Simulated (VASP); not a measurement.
Wanted: the native input for a VASP 6.6.1 run.

```
Task                   : single point
Functional             : LDA
Potentials or basis    : VASP PAW LDA potentials, release 64 (Sc_sv, Ge_d, Pd)
Cutoff                 : 520 eV
k mesh                 : 6 × 6 × 10
Occupations            : fermi-dirac, width 0.15 eV
Spin                   : no spin polarisation
Dipole correction      : no
Further INCAR settings : ALGO = Fast; EDIFF = 1e-06; NBANDS = 62
```

The structure of ScGePd lies in POSCAR:

```
ScGePd
1.0
    6.6003519103      0.0000000000      0.0000000000
   -3.3001759551      5.7160724282      0.0000000000
    0.0000000000      0.0000000000      3.8701389078
Sc Ge Pd
3 3 3
Direct
    0.0000000000      0.5778229197      0.0000000000
    0.4221770803      0.4221770803      0.0000000000
    0.5778229197      0.0000000000      0.0000000000
    0.3333333333      0.6666666667      0.5000000000
    0.6666666667      0.3333333333      0.5000000000
    0.0000000000      0.0000000000      0.0000000000
    0.0000000000      0.2487542831      0.5000000000
    0.7512457169      0.7512457169      0.5000000000
    0.2487542831      0.0000000000      0.5000000000
```

These files were run (other wordings do the same):

INCAR

```
SYSTEM = ScGePd
ALGO = Fast ; EDIFF = 1E-6
ENCUT = 520 ; GGA = CA
ISIF = 2 ; ISMEAR = -1
LASPH = .True. ; LCHARG = .False.
LREAL = .False. ; LWAVE = .False.
NBANDS = 62 ; NELM = 60
PREC = Accurate ; SIGMA = 0.15
```

KPOINTS

```
k-points
0
Gamma
  6 6 10
  0 0 0
```

Potentials or basis: VASP PAW LDA potentials, release 64 (Sc_sv, Ge_d, Pd).

Run with:

```sh
$ cat potpaw_LDA.64/Sc_sv/POTCAR potpaw_LDA.64/Ge_d/POTCAR potpaw_LDA.64/Pd/POTCAR > POTCAR
$ mpirun -np 1 vasp_std > vasp.out
```

Results of the run:

```yaml
Pressure: 0.5 GPa
Largest_force: 0.006 eV/Å
Band_gap_on_the_k_mesh: zero (an odd number of electrons rules out a gap without spin polarisation)
```

Wall time 9.5 min on 1 thread of Intel(R) Xeon(R) Platinum 8488C (Sapphire Rapids), on a shared host, peak memory 0.43 GiB.
